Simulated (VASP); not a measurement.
Write the native input for VASP 6.6.1 that does the following.

| Quantity | Value |
| --- | --- |
| Task | single point |
| Functional | PBEsol |
| Potentials or basis | VASP PAW PBE potentials, release 64 (Te, Pt) |
| Cutoff | 520 eV |
| k mesh | 4 × 4 × 2, shifted |
| Occupations | gaussian, width 0.1 eV |
| Spin | no spin polarisation |
| Dipole correction | no |
| Further INCAR settings | LREAL = Auto; ALGO = Normal; EDIFF = 1e-06; NBANDS = 97; ISYM = 0 |

The structure of Te4Pt3 lies in POSCAR:

```
Te4Pt3
1.0
    0.0000000000     -6.9205072317      0.0000000000
    5.9933350697     -3.4602536158      0.0000000000
    0.0000000000     -2.3068357439     11.7283551060
Te Pt
12 9
Direct
    0.2214601926      0.6666666667      0.3356194223
    0.8881268592      0.3333333333      0.3356194223
    0.5547935259      1.0000000000      0.3356194223
    0.1118731408      0.6666666667      0.6643805777
    0.7785398074      0.3333333333      0.6643805777
    0.4452064741      1.0000000000      0.6643805777
    0.3721911395      0.6666666667      0.8834265814
    0.0388578062      0.3333333333      0.8834265814
    0.7055244729      1.0000000000      0.8834265814
    0.9611421938      0.6666666667      0.1165734186
    0.6278088605      0.3333333333      0.1165734186
    0.2944755271      1.0000000000      0.1165734186
    0.6666666667      0.6666666667      0.0000000000
    0.3333333333      0.3333333333      0.0000000000
    0.0000000000      0.0000000000      0.0000000000
    0.5203514071      0.6666666667      0.4389457787
    0.1870180738      0.3333333333      0.4389457787
    0.8536847404      0.0000000000      0.4389457787
    0.8129819262      0.6666666667      0.5610542213
    0.4796485929      0.3333333333      0.5610542213
    0.1463152596      1.0000000000      0.5610542213
```

These files were run (other wordings do the same):

INCAR

```
SYSTEM = Te4Pt3
PREC     = Accurate       ! precision mode
ENCUT    = 520            ! plane-wave cutoff, eV
EDIFF    = 1E-6           ! SCF threshold, eV
ISMEAR   = 0              ! smearing method
SIGMA    = 0.1            ! smearing width, eV
LREAL    = Auto         
LASPH    = .TRUE.         ! aspherical terms in the spheres
NELM     = 100            ! most SCF steps
ALGO     = Normal         ! electronic algorithm
ISIF     = 2              ! what is computed and relaxed
LWAVE    = .FALSE.        ! write WAVECAR
LCHARG   = .TRUE.         ! write CHGCAR
GGA      = PS             ! functional
LELF     = .TRUE.         ! ELF
LVHAR    = .TRUE.       
ISYM     = 0            
NBANDS   = 97             ! bands
```

KPOINTS

```
Automatic mesh
0
Gamma
  4 4 2
  0.5 0.5 0.5
```

Potentials or basis: VASP PAW PBE potentials, release 64 (Te, Pt).

Run with:

```console
$ cat potpaw_PBE.64/Te/POTCAR potpaw_PBE.64/Pt/POTCAR > POTCAR
$ mpirun -np 1 vasp_std > vasp.out
```

Results of the run:

The pressure is -0.1 GPa. The largest force is 0.029 eV/Å and the band gap on the k mesh is zero (bands 81 and 82 overlap by 0.23 eV).

Caveat: the PAW data sets were made with another functional, which shifts forces and pressure a little; spin-orbit coupling is left out, which moves the levels of the heavy elements.

Run time: 39 min on 1 thread of Intel(R) Xeon(R) 6975P-C (Granite Rapids) (shared host), peak memory 1.2 GiB.
